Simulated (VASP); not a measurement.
# Pt (I4/mmm) in VASP: a series of runs

Pt is run at these levels: r2SCAN; tasks: single point.

All numbers are computed with VASP 6.6.1; they aren't measurements. Logs are shortened: lines on timing, memory, paths and dates and some standing lists are left out, and cuts for length are marked.

### 1 The cell of the first run

Symmetry: I4/mmm, No. 139, tetragonal system. The conventional cell has a = 3.168 Å, b = 3.168 Å, c = 3.216 Å, α = 90.00°, β = 90.00°, γ = 90.00°. Pt (site symmetry 4/mmm) has 14 Pt at 2.76 to 3.22 Å within 3.6 Å.

### 2 Single point, r2SCAN (strain +0.000 along x and y, +0.015 along z)

POSCAR reads:

```
Pt
1.0
   -1.5842200000      1.5842200000      1.6079833000
    1.5842200000     -1.5842200000      1.6079833000
    1.5842200000      1.5842200000     -1.6079833000
Pt
1
Direct
    0.0000000000      0.0000000000      0.0000000000
```

INCAR.step1 reads:

```
  PREC = Accurate
  ENCUT = 520
  ISMEAR = 0
  SIGMA = 0.15
  LREAL = False
  LASPH = True
  NELM = 80
  NBANDS = 11
  GGA = PE
  ALGO = Normal
  EDIFF = 1E-4
  LWAVE = True
  LCHARG = False
```

INCAR.step2 reads:

```
  PREC = Accurate
  ENCUT = 520
  EDIFF = 1E-6
  ISMEAR = 0
  SIGMA = 0.15
  LREAL = False
  LASPH = True
  NELM = 80
  ALGO = Normal
  ISIF = 2
  LWAVE = False
  LCHARG = False
  METAGGA = R2SCAN
  LMIXTAU = True
  NBANDS = 11
  ISTART = 1
```

KPOINTS reads:

```
Automatic mesh
0
Gamma
  22 22 22
```

Potentials or basis: VASP PAW PBE potentials, release 64 (Pt).

On the command line:

```
$ cat potpaw_PBE.64/Pt/POTCAR > POTCAR
$ cp INCAR.step1 INCAR
$ mpirun -np 1 vasp_std > vasp.out
$ cp INCAR.step2 INCAR
$ mpirun -np 1 vasp_std > vasp.out
```

OUTCAR:

```text
PREC = Accurate
   ENCUT = 520
   EDIFF = 1E-6
   ISMEAR = 0
   LREAL = False
   LASPH = True
   NELM = 80
   ISIF = 2
   METAGGA = R2SCAN
   ISTART = 1

 ion  position               nearest neighbor table
   1  0.000  0.000  0.000-

  LATTYP: Found a body centered tetragonal cell.
 ALAT       =     3.1684400000
 C/A-ratio  =     1.0150000000

  Lattice vectors:

 A1 = (  -1.5842200000,   1.5842200000,   1.6079833000)
 A2 = (   1.5842200000,  -1.5842200000,   1.6079833000)
 A3 = (   1.5842200000,   1.5842200000,  -1.6079833000)

Analysis of symmetry for initial positions (statically):
=====================================================================
 Subroutine PRICEL returns:
 Original cell was already a primitive cell.

 Routine SETGRP: Setting up the symmetry group for a
 body centered tetragonal supercell.

 Subroutine GETGRP returns: Found 16 space group operations
 (whereof 16 operations were pure point group operations)
 out of a pool of 16 trial point group operations.

The static configuration has the point symmetry D_4h.

Analysis of symmetry for dynamics (positions and initial velocities):
=====================================================================
 Subroutine PRICEL returns:
 Original cell was already a primitive cell.

 Routine SETGRP: Setting up the symmetry group for a
 body centered tetragonal supercell.

 Subroutine GETGRP returns: Found 16 space group operations
 (whereof 16 operations were pure point group operations)
 out of a pool of 16 trial point group operations.

The dynamic configuration has the point symmetry D_4h.

 Subroutine INISYM returns: Found 16 space group operations
 (whereof 16 operations are pure point group operations),
 and found     1 'primitive' translations

----------------------------------------------------------------------------------------

                                     Primitive cell

  volume of cell :      16.1426

  direct lattice vectors                    reciprocal lattice vectors
    -1.584220000  1.584220000  1.607983300     0.000000000  0.315612731  0.310948503
     1.584220000 -1.584220000  1.607983300     0.315612731  0.000000000  0.310948503
     1.584220000  1.584220000 -1.607983300     0.315612731  0.315612731  0.000000000

  length of vectors
     2.757737535  2.757737535  2.757737535     0.443057973  0.443057973  0.446343804

  position of ions in fractional coordinates (direct lattice)
     0.000000000  0.000000000  0.000000000

  ion indices of the primitive-cell ions
   primitive index   ion index
                 1           1

----------------------------------------------------------------------------------------

 KPOINTS: Automatic mesh

Automatic generation of k-mesh.
 Grid dimensions read from file:
 generate k-points for:   22   22   22

 Generating k-lattice:

  Cartesian coordinates                     Fractional coordinates (reciprocal lattice)
     0.000000000  0.014346033  0.014134023     0.045454545  0.000000000 -0.000000000
     0.014346033  0.000000000  0.014134023     0.000000000  0.045454545 -0.000000000
     0.014346033  0.014346033  0.000000000     0.000000000  0.000000000  0.045454545

  Length of vectors
     0.020138999  0.020138999  0.020288355

  Shift w.r.t. Gamma in fractional coordinates (k-lattice)
     0.000000000  0.000000000  0.000000000

 Subroutine IBZKPT returns following result:
 ===========================================

 Found    834 irreducible k-points:

 Following reciprocal coordinates:
            Coordinates               Weight
  0.000000  0.000000  0.000000      1.000000
  0.045455 -0.000000  0.000000      8.000000
  0.090909 -0.000000  0.000000      8.000000
  0.136364  0.000000  0.000000      8.000000
  0.181818  0.000000  0.000000      8.000000
  0.227273 -0.000000  0.000000      8.000000
[... 16 lines left out ...]
  0.500000  0.045455  0.000000     16.000000
 -0.454545  0.045455  0.000000     16.000000
 [... further k-points ...]
   k-points           NKPTS =    834   k-points in BZ     NKDIM =    834   number of bands    NBANDS=     11
   number of dos      NEDOS =    301   number of ions     NIONS =      1
   total plane-waves  NPLWV =  13824
   dimension x,y,z NGX =    24 NGY =   24 NGZ =   24
   dimension x,y,z NGXF=    48 NGYF=   48 NGZF=   48
   ions per type =               1
   NGX,Y,Z   is equivalent  to a cutoff of  14.47, 14.47, 14.47 a.u.
   NGXF,Y,Z  is equivalent  to a cutoff of  28.94, 28.94, 28.94 a.u.
 SYSTEM =  unknown system
   PREC   = accura    normal or accurate (medium, high low for compatibility)
   ISTART =      1    job   : 0-new  1-cont  2-samecut
   ICHARG =      0    charge: 1-file 2-atom 10-const
   ISPIN  =      1    spin polarized calculation?
   LNONCOLLINEAR =      F non collinear calculations
   LSORBIT =      F    spin-orbit coupling
   LASPH  =      T    aspherical Exc in radial PAW
   ENCUT  =  520.0 eV  38.22 Ry    6.18 a.u.   5.13  5.13  5.13*2*pi/ulx,y,z
   NELM   =     80;   NELMIN=  2; NELMDL=  0     # of ELM steps
   EDIFF  = 0.1E-05   stopping-criterion for ELM
   LREAL  =      F    real-space projection
   EDIFFG = 0.1E-04   stopping-criterion for IOM
   NSW    =      0    number of steps for IOM
   IBRION =     -1    ionic relax: 0-MD 1-quasi-New 2-CG
   NFREE  =      0    steps in history (QN), initial steepest desc. (CG)
   ISIF   =      2    stress and relaxation
   ISYM   =      2    0-nonsym 1-usesym 2-fastsym
   POTIM  = 0.5000    time-step for ionic-motion
   TEBEG  =    0.0;   TEEND  =   0.0 temperature during run
   PSTRESS=    0.0 pullay stress
   NELECT =      10.0000    total number of electrons
   NUPDOWN=      -1.0000    fix difference up-down
   EMIN   =  10.00;   EMAX   =-10.00  energy-range for DOS
   EFERMI =   0.00;   METHOD = LEGACY
   ISMEAR =     0;   SIGMA  =   0.15  broadening in eV -4-tet -1-fermi 0-gaus
   EFERMI_NEDOS =   21; number of points for ismear=-14 and -15
   IALGO  =     38    algorithm
   IMIX   =      4    mixing-type and parameters
     AMIX     =   0.40;   BMIX     =  1.00
     AMIX_MAG =   1.60;   BMIX_MAG =  1.00
  volume/ion in A,a.u.               =      16.14       108.94
  Fermi-wavevector in a.u.,A,eV,Ry     =   1.395567  2.637239 26.498802  1.947607
  Thomas-Fermi vector in A             =   2.519006
   LORBIT       =      0    0 simple, 1 ext, 2 COOP (PROOUT), +10 PAW based schemes
   METAGGA = R2SCAN    functional components
   LHFCALC =     F    Hartree Fock is set to
   AEXX    =    0.0000 exact exchange contribution
   IVDW    =     0    specifies the selected vdW correction
   LEPSILON=     F    determine dielectric tensor
   LRPA    =     F    only Hartree local field effects (RPA)
 non-spin polarized calculation
 Gauss-broadening in eV      SIGMA  =   0.15
  energy-cutoff  :      520.00
  volume of cell :       16.14
 maximum number of plane-waves:       448
 NGX is ok and might be reduce to    24
   NGX = 11   NGY = 11   NGZ = 11

 number of electron       9.9999999 magnetization

 Free energy of the ion-electron system (eV)
  ---------------------------------------------------
  ext. energy  EPLUGINS =         0.00000000
  ---------------------------------------------------
  free energy    TOTEN  =       -51.39318808 eV

  energy without entropy =      -51.38040976  energy(sigma->0) =      -51.38679892

 E-fermi :   9.5688     XC(G=0): -14.1228

 val. band max:        9.5685890787   @ k =  -0.0455  -0.3636   0.0455
 cond. band min:       9.5692863701   @ k =  -0.3636   0.4091   0.0909
 fundamental gap:      0.0006972913
 Fermi energy:         9.5687984658

 k-point     1 :       0.0000    0.0000    0.0000
  band No.  band energies     occupation
      1       0.0776      2.00000
      2       6.0534      2.00000
      3       6.0534      2.00000
      4       6.1748      2.00000
      5       8.4350      2.00000
      6       8.5835      2.00000
      7      27.4796      0.00000
      8      27.7766      0.00000
      9      27.7766      0.00000
     10      37.3654      0.00000
     11      37.7301      0.00000

 k-point     2 :       0.0455   -0.0000    0.0000
  band No.  band energies     occupation
      1       0.1634      2.00000
      2       6.0543      2.00000
      3       6.0552      2.00000
      4       6.2093      2.00000
      5       8.4026      2.00000
      6       8.5742      2.00000
      7      27.5380      0.00000
      8      27.8199      0.00000
      9      27.8994      0.00000
     10      35.9333      0.00000
     11      36.5351      0.00000

 k-point     3 :       0.0909   -0.0000    0.0000
  band No.  band energies     occupation
      1       0.4161      2.00000
      2       5.9813      2.00000
      3       6.0570      2.00000
      4       6.3904      2.00000
      5       8.3056      2.00000
      6       8.5640      2.00000
      7      27.6587      0.00000
      8      27.8879      0.00000
      9      28.2617      0.00000
     10      34.4900      0.00000
     11      34.9669      0.00000

 k-point     4 :       0.1364    0.0000    0.0000
  band No.  band energies     occupation
      1       0.8202      2.00000
      2       5.8429      2.00000
      3       6.0525      2.00000
      4       6.7134      2.00000
      5       8.1786      2.00000
      6       8.5649      2.00000
      7      27.6440      0.00000
      8      27.7785      0.00000
      9      28.8460      0.00000
     10      33.3951      0.00000
     11      33.6492      0.00000
[... 239 lines left out ...]
 k-point    22 :       0.4545    0.0455    0.0000
  band No.  band energies     occupation
      1       3.0745      2.00000
      2       4.7466      2.00000
      3       8.2667      2.00000
      4       8.5999      2.00000
      5       9.6997      0.21721
      6      11.0809      0.00000
      7      16.0970      0.00000
      8      23.7602      0.00000
      9      25.9647      0.00000
     10      34.5697      0.00000
     11      35.2408      0.00000

 k-point    23 :       0.5000    0.0455    0.0000
  band No.  band energies     occupation
      1       3.0743      2.00000
      2       4.7461      2.00000
      3       8.2356      2.00000
      4       8.6430      2.00000
      5       9.6972      0.22620
      6      11.0809      0.00000
      7      16.0871      0.00000
      8      23.7585      0.00000
      9      25.9671      0.00000
     10      34.5334      0.00000
     11      35.2747      0.00000

 k-point    24 :      -0.4545    0.0455    0.0000
  band No.  band energies     occupation
      1       3.0880      2.00000
      2       4.7942      2.00000
      3       8.0785      2.00000
      4       8.6221      2.00000
      5       9.2224      1.99891
      6      10.6529      0.00000
      7      17.1302      0.00000
      8      23.9710      0.00000
      9      26.4220      0.00000
     10      34.4781      0.00000
     11      35.0110      0.00000

 [... further k-points ...]
[... 5 lines left out ...]
  --------------------------------------------------------------------------------------
  -------------------------------------------------------------------------------------
  Total       -0.9689164     -0.9689164     -0.8455852      0.0000000      0.0000000     -0.0000000
  in kB      -96.1666275    -96.1666275    -83.9257933      0.0000000      0.0000000     -0.0000000
  external PRESSURE =     -92.0863495 kB  Pullay stress =       0.0000000 kB

 VOLUME and BASIS-vectors are now :
 -----------------------------------------------------------------------------
  energy-cutoff  :      520.00
  volume of cell :       16.14
      direct lattice vectors                 reciprocal lattice vectors
    -1.584220000  1.584220000  1.607983300     0.000000000  0.315612731  0.310948503
     1.584220000 -1.584220000  1.607983300     0.315612731  0.000000000  0.310948503
     1.584220000  1.584220000 -1.607983300     0.315612731  0.315612731  0.000000000

 POSITION                                       TOTAL-FORCE (eV/Angst)
 -----------------------------------------------------------------------------------
      0.00000      0.00000      0.00000         0.000000     -0.000000      0.000000
 -----------------------------------------------------------------------------------
    total drift:                                0.000000      0.000000     -0.000000

  FREE ENERGIE OF THE ION-ELECTRON SYSTEM (eV)
  ---------------------------------------------------
  free  energy   TOTEN  =       -51.3931880770 eV

  energy  without entropy=      -51.3804097582  energy(sigma->0) =      -51.38679892
```

Run time: 7.1 min. Hardware: 1 thread of Intel Xeon 8259CL, shared host; peak memory 0.28 GiB.

Results:

- Free energy: -51.3932 eV
- Pressure: -9.2 GPa
- Band gap on the k mesh: zero (bands 5 and 6 overlap by 2.24 eV)

Stress tensor (GPa, compression positive):
```
-9.62  0.00  0.00
 0.00 -9.62  0.00
 0.00  0.00 -8.39
```

Caveat: the cell differs from its parent crystal (strain +0.000 along x and y, +0.015 along z); the cell stands under tension; the PAW data sets were made with another functional, which shifts forces and pressure a little; spin-orbit coupling is left out, which moves the levels of the heavy elements.

### 3 Single point, r2SCAN (strain +0.015 along x and y, -0.015 along z)

POSCAR reads:

```
Pt
1.0
   -1.6079833000      1.6079833000      1.5604567000
    1.6079833000     -1.6079833000      1.5604567000
    1.6079833000      1.6079833000     -1.5604567000
Pt
1
Direct
    0.0000000000      0.0000000000      0.0000000000
```

INCAR.step1 reads:

```
PREC = Accurate ; ENCUT = 520
ISMEAR = 0 ; SIGMA = 0.15
LREAL = F ; LASPH = T
NELM = 60 ; NBANDS = 11
GGA = PE ; ALGO = Normal
EDIFF = 1E-4 ; LWAVE = T
LCHARG = F
```

INCAR.step2 reads:

```
PREC = Accurate ; ENCUT = 520
EDIFF = 1E-6 ; ISMEAR = 0
SIGMA = 0.15 ; LREAL = F
LASPH = T ; NELM = 60
ALGO = Normal ; ISIF = 2
LWAVE = F ; LCHARG = T
METAGGA = R2SCAN ; LMIXTAU = T
LELF = T ; LVHAR = T
NBANDS = 11 ; ISTART = 1
```

KPOINTS reads:

```
regular mesh
0
Gamma
  22 22 22
```

Potentials or basis: VASP PAW PBE potentials, release 64 (Pt).

On the command line:

```
$ cat potpaw_PBE.64/Pt/POTCAR > POTCAR
$ cp INCAR.step1 INCAR
$ mpirun -np 1 vasp_std > vasp.out
$ cp INCAR.step2 INCAR
$ mpirun -np 1 vasp_std > vasp.out
```

It took 8.1 min on 1 thread of Intel Xeon 8259CL, shared host; peak memory 0.28 GiB.

The run converged. Its results:

```
Free energy            : -51.3955 eV
Pressure               : -9.2 GPa
Band gap on the k mesh : zero (bands 5 and 6 overlap by 2.25 eV)
```

Stress tensor (GPa, compression positive):
```
 -8.29   0.00   0.00
  0.00  -8.29   0.00
  0.00   0.00 -11.06
```

Levels at points of the mesh, in eV from the Fermi level:
```
           k point  band 1  band 2  band 3  band 4  band 5  band 6  band 7  band 8  band 9  band 10
(0.00, 0.00, 0.00)   -9.50   -3.64   -3.39   -3.39   -1.23   -0.91   17.90   17.90   18.53    27.80
(0.50, 0.00, 0.00)   -6.54   -4.98   -1.18   -0.66    0.60    1.07    6.53   13.96   16.18    25.33
(0.50, 0.50, 0.00)   -6.58   -4.71   -1.45   -0.86    0.42    1.02    6.26   14.33   16.94    24.63
(0.50, 0.50, 0.50)   -6.08   -6.08    0.51    0.51    0.61    7.75    7.75    8.71   13.10    19.24
```

Caveat: the cell differs from its parent crystal (strain +0.015 along x and y, -0.015 along z); the cell stands under tension; the PAW data sets were made with another functional, which shifts forces and pressure a little; spin-orbit coupling is left out, which moves the levels of the heavy elements.

### 4 Single point, r2SCAN (strain +0.000 along x and y, +0.030 along z)

POSCAR reads:

```
Pt
1.0
   -1.5842200000      1.5842200000      1.6317466000
    1.5842200000     -1.5842200000      1.6317466000
    1.5842200000      1.5842200000     -1.6317466000
Pt
1
Direct
    0.0000000000      0.0000000000      0.0000000000
```

INCAR.step1 reads:

```
SYSTEM = Pt
PREC = Accurate ; ENCUT = 520
ISMEAR = 0 ; SIGMA = 0.15
LREAL = .FALSE. ; LASPH = .TRUE.
NELM = 60 ; NBANDS = 11
GGA = PE ; ALGO = Normal
EDIFF = 1E-4 ; LWAVE = .TRUE.
LCHARG = .FALSE.
```

INCAR.step2 reads:

```
SYSTEM = Pt
PREC = Accurate ; ENCUT = 520
EDIFF = 1E-6 ; ISMEAR = 0
SIGMA = 0.15 ; LREAL = .FALSE.
LASPH = .TRUE. ; NELM = 60
ALGO = Normal ; ISIF = 2
LWAVE = .FALSE. ; LCHARG = .TRUE.
METAGGA = R2SCAN ; LMIXTAU = .TRUE.
LELF = .TRUE. ; LVHAR = .TRUE.
NBANDS = 11 ; ISTART = 1
```

KPOINTS reads:

```
Automatic mesh
0
G
  22 22 22
  0 0 0
```

On the command line:

```
$ cat potpaw_PBE.64/Pt/POTCAR > POTCAR
$ cp INCAR.step1 INCAR
$ mpirun -np 1 vasp_std > vasp.out
$ cp INCAR.step2 INCAR
$ mpirun -np 1 vasp_std > vasp.out
```

Wall time 8.6 min (1 thread of Intel Xeon 8259CL, shared host); peak memory 0.27 GiB.

It converged, with:

- Free energy: -51.3790 eV
- Pressure: -12.2 GPa
- Band gap on the k mesh: zero (bands 5 and 6 overlap by 2.19 eV)

Stress tensor (GPa, compression positive):
```
-12.89   0.00   0.00
  0.00 -12.89   0.00
  0.00   0.00 -10.75
```

Levels at points of the mesh, in eV from the Fermi level:
```csv
k point,band 1,band 2,band 3,band 4,band 5,band 6,band 7,band 8,band 9,band 10
"(0.00, 0.00, 0.00)",-9.34,-3.47,-3.47,-3.24,-1.19,-0.91,17.72,18.30,18.30,27.10
"(0.50, 0.00, 0.00)",-6.42,-4.69,-1.35,-0.75,0.53,1.00,6.23,14.19,16.54,24.76
"(0.50, 0.50, 0.00)",-6.39,-4.95,-1.01,-0.66,0.71,1.06,6.49,13.83,15.81,24.76
"(0.50, 0.50, 0.50)",-5.94,-5.93,0.47,0.56,0.56,7.42,8.34,8.34,12.87,19.08
```

Caveat: the cell differs from its parent crystal (strain +0.000 along x and y, +0.030 along z); the cell stands under tension; the PAW data sets were made with another functional, which shifts forces and pressure a little; spin-orbit coupling is left out, which moves the levels of the heavy elements.

### 5 Overview

```tsv
cell	gap on the mesh (eV)	pressure (GPa)
a = 2.758 Å, angles 109.9, 109.9, 108.7°, 1 atom	none	-9.2
a = 2.758 Å, angles 108.7, 108.7, 111.1°, 1 atom	none	-9.2
a = 2.772 Å, angles 110.3, 110.3, 107.9°, 1 atom	none	-12.2
```

Alike in all rows: task single point; level r2SCAN; potentials or basis VASP PAW PBE potentials, release 64 (Pt); no spin polarisation; k mesh 22 × 22 × 22; cutoff (eV) 520; smearing gaussian 0.15 eV.

Caveats: the cell stands under tension; the PAW data sets were made with another functional, which shifts forces and pressure a little; spin-orbit coupling is left out, which moves the levels of the heavy elements.

Absolute energies hang on the potentials; compare differences alone.
